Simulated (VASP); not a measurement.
Here is a VASP 6.6.1 calculation.

The input INCAR:

```
SYSTEM = YGe3Sb
PREC = Accurate
ENCUT = 520
EDIFF = 1E-6
ISMEAR = 0
SIGMA = 0.1
LREAL = .FALSE.
LASPH = .TRUE.
NELM = 80
ALGO = Normal
ISIF = 2
LWAVE = .FALSE.
LCHARG = .FALSE.
GGA = PE
NBANDS = 37
```

File KPOINTS:

```
regular mesh
0
G
  10 10 6
  0 0 0
```

POSCAR

```
YGe3Sb
1.0
    4.1522959527      0.0000000000     -0.0781631827
    0.0000000000      4.3947493693      0.0000000000
   -1.6979627498      0.0000000000      6.5766694934
Y Ge Sb
1 3 1
Direct
    0.8589195911      0.0000000000      0.0429678346
    0.3580208154      0.5000000000      0.0216877432
    0.0531047675      0.5000000000      0.3639589616
    0.5072560764      0.0000000000      0.3868594624
    0.7226987496      0.5000000000      0.6845259980
```

Potentials or basis: VASP PAW PBE potentials, release 64 (Y_sv, Ge_d, Sb).

Command:

```bash
$ cat potpaw_PBE.64/Y_sv/POTCAR potpaw_PBE.64/Ge_d/POTCAR potpaw_PBE.64/Sb/POTCAR > POTCAR
$ mpirun -np 1 vasp_std > vasp.out
```

**Question.** Estimate the band gap on the k mesh.

**Answer.** Zero (bands 29 and 30 overlap by 1.75 eV).

**Question.** Predict the pressure.

**Answer.** -0.1 GPa.

Forces on the atoms (eV/Å):
```
Y    0.002  0.000  0.009
Ge   0.000  0.000 -0.006
Ge  -0.003  0.000  0.000
Ge   0.002  0.000 -0.002
Sb  -0.002  0.000 -0.001
```

Caveat: spin-orbit coupling is left out, which moves the levels of the heavy elements.
